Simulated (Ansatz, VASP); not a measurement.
## Ir in VASP and in Ansatz

```
CELL_PARAMETERS angstrom
0.00000 2.67314 2.67314
2.67314 0.00000 2.67314
2.67314 2.67314 0.00000
ATOMIC_POSITIONS crystal
Ir 0.12500 0.12500 0.12500
Ir 0.87500 0.87500 0.87500
```

Alike in both runs: task relaxation of cell and atoms; functional revPBE; k mesh 10 × 10 × 10; occupations fermi-dirac, width 0.1 eV; no spin polarisation.

```csv
,VASP,Ansatz
version,VASP 6.6.1,Ansatz 0.2.0
potentials or method,"VASP PAW PBE potentials, release 64 (Ir), cutoff 600 eV","plane waves (420 eV) with PAW, scalar-relativistic"
valence electrons in the cell,18,34
```

Ansatz gave:

| Item | Value |
| --- | --- |
| relaxed volume (Å³/atom) | 21.84 |
| relaxed cell length with the largest relative difference (Å) | 3.953 |

Q: Estimate VASP's values.

A: Relaxed volume (Å³/atom): 21.81; relaxed cell length with the largest relative difference (Å): 3.951.

VASP's potentials were made for PBE, not for revPBE. VASP's potentials hold 18 valence electrons a cell and Ansatz's 34, so a difference there can come from the potentials and not from the codes.

Neither program's run includes spin-orbit coupling.
